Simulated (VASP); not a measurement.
Wanted: the native input for a VASP 6.6.1 run.

```
Task                   : single point
Functional             : r2SCAN
Potentials or basis    : VASP PAW PBE potentials, release 64 (Cs_sv, Sn_d, Br)
Cutoff                 : 550 eV
k mesh                 : 6 × 6 × 6
Occupations            : gaussian, width 0.02 eV
Spin                   : non-collinear spin, zero start, spin-orbit coupling
Starting moments       : [[0.0, 0.0, 0.0], [0.0, 0.0, 0.0], [0.0, 0.0, 0.0], [0.0, 0.0, 0.0], [0.0, 0.0, 0.0]] μB
Dipole correction      : no
Further INCAR settings : ALGO = Normal; EDIFF = 1e-06; NBANDS = 59
```

CsSnBr3:

```
Cs Sn Br
1.0
     5.89529    0.00000    0.00000
     0.00000    5.89529    0.00000
     0.00000    0.00000    5.89529
Cs Sn Br
1 1 3
Direct
  0.00000 0.00000 0.00000
  0.50000 0.50000 0.50000
  0.50000 0.00000 0.50000
  0.50000 0.50000 0.00000
  0.00000 0.50000 0.50000
```

One way to write it, as run:

POSCAR

```
CsSnBr3
1.0
    5.8952858325      0.0000000000      0.0000000000
    0.0000000000      5.8952858325      0.0000000000
    0.0000000000      0.0000000000      5.8952858325
Cs Sn Br
1 1 3
Direct
    0.0000000000      0.0000000000      0.0000000000
    0.5000000000      0.5000000000      0.5000000000
    0.5000000000      0.0000000000      0.5000000000
    0.5000000000      0.5000000000      0.0000000000
    0.0000000000      0.5000000000      0.5000000000
```

INCAR.step1

```
  PREC = Accurate
  ENCUT = 550
  ISMEAR = 0
  SIGMA = 0.02
  LREAL = False
  LASPH = True
  NELM = 200
  LNONCOLLINEAR = True
  MAGMOM = 0 0 0 0 0 0 0 0 0 0 0 0 0 0 0
  LSORBIT = True
  GGA_COMPAT = False
  NBANDS = 59
  GGA = PE
  ALGO = Normal
  EDIFF = 1E-5
  LWAVE = True
  LCHARG = False
  KPAR = 4
```

INCAR.step2

```
  PREC = Accurate
  ENCUT = 550
  EDIFF = 1E-6
  ISMEAR = 0
  SIGMA = 0.02
  LREAL = False
  LASPH = True
  NELM = 200
  ALGO = Normal
  ISIF = 2
  LWAVE = False
  LCHARG = False
  LNONCOLLINEAR = True
  MAGMOM = 0 0 0 0 0 0 0 0 0 0 0 0 0 0 0
  LORBIT = 11
  LSORBIT = True
  GGA_COMPAT = False
  LORBMOM = True
  METAGGA = R2SCAN
  LMIXTAU = True
  NBANDS = 59
  ISTART = 1
  KPAR = 4
```

KPOINTS

```
regular mesh
0
Gamma
  6 6 6
```

Potentials or basis: VASP PAW PBE potentials, release 64 (Cs_sv, Sn_d, Br).

Launch:

```console
$ cat potpaw_PBE.64/Cs_sv/POTCAR potpaw_PBE.64/Sn_d/POTCAR potpaw_PBE.64/Br/POTCAR > POTCAR
$ cp INCAR.step1 INCAR
$ mpirun -np 4 vasp_ncl > vasp.out
$ cp INCAR.step2 INCAR
$ mpirun -np 4 vasp_ncl > vasp.out
```

Results of the run:

| Item | Value |
| --- | --- |
| Pressure | -0.7 GPa |
| Net moment | 0.00 μB per cell |
| Valence electrons inside the program's atomic spheres | Cs 6.57; Sn 11.96; Br 4.89 |

Caveat: the PAW data sets were made with another functional, which shifts forces and pressure a little.

It took 11 min on 4 MPI ranks on Intel(R) Xeon(R) 6975P-C (Granite Rapids), with other jobs on the host, peak memory 1.2 GiB a rank.
